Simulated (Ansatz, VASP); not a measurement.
**One calculation of InTe4, two programs**

```
In Te
1.0
    -3.39133    3.39133    3.39133
     3.39133   -3.39133    3.39133
     3.39133    3.39133   -3.39133
In Te
1 4
Direct
  0.00000 0.00000 0.00000
  0.50000 0.50000 0.50000
  0.50000 0.00000 0.00000
  0.00000 0.00000 0.50000
  0.00000 0.50000 0.00000
```

Change from the starting cell: species swapped into the Hg4Pt type (Im-3m, No. 229).

Alike in both runs: task single point; functional PBE; k mesh 4 × 4 × 4; occupations gaussian, width 0.1 eV; no spin polarisation.

|  | VASP | Ansatz |
| --- | --- | --- |
| version | VASP 6.6.1 | Ansatz 0.2.0 |
| potentials or method | VASP PAW PBE potentials, release 64 (In_d, Te), cutoff 520 eV | scalar-relativistic, plane waves, PAW |
| valence electrons in the cell | 37 | 77 |

|  | VASP | Ansatz | Ansatz less VASP |
| --- | --- | --- | --- |
| gap on the k mesh at the Fermi level (eV) | none | none | - |
| pressure (GPa) | 5.6 | 5.7 | +0.04 |

A gap of «none» marks a metal or a gap that the smearing closes. VASP's potentials hold 37 valence electrons a cell and Ansatz's 77, so a difference there can come from the potentials and not from the codes.

Spin-orbit coupling is off throughout.
